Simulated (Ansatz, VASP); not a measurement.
**Be: VASP beside Ansatz**

```
CELL_PARAMETERS angstrom
3.60985 0.00000 0.00000
-1.80493 3.12623 0.00000
0.00000 0.00000 3.64731
ATOMIC_POSITIONS crystal
Be 0.00000 0.00000 0.25000
Be 0.00000 0.00000 0.75000
Be 0.33333 0.66667 0.75000
Be 0.66667 0.33333 0.25000
```

Alike in both runs: functional PBEsol; k mesh 15 × 15 × 12; occupations gaussian, width 0.1 eV; no spin polarisation.

Ansatz relaxed the structure, and its values are those at the end. VASP's run is a single point on that final structure, the one shown.

|  | VASP | Ansatz |
| --- | --- | --- |
| version | VASP 6.6.1 | Ansatz 0.2.0 |
| potentials or method | VASP PAW PBE potentials, release 64 (Be), cutoff 520 eV | scalar-relativistic, plane waves, PAW |
| valence electrons in the cell | 8 | 8 |

```csv
,VASP,Ansatz,Ansatz less VASP
gap on the k mesh at the Fermi level (eV),none,none,-
pressure (GPa),0.2,0.0,-0.21
```

VASP's potentials were made for PBE, not for PBEsol. A gap of «none» marks a metal or a gap that the smearing closes.
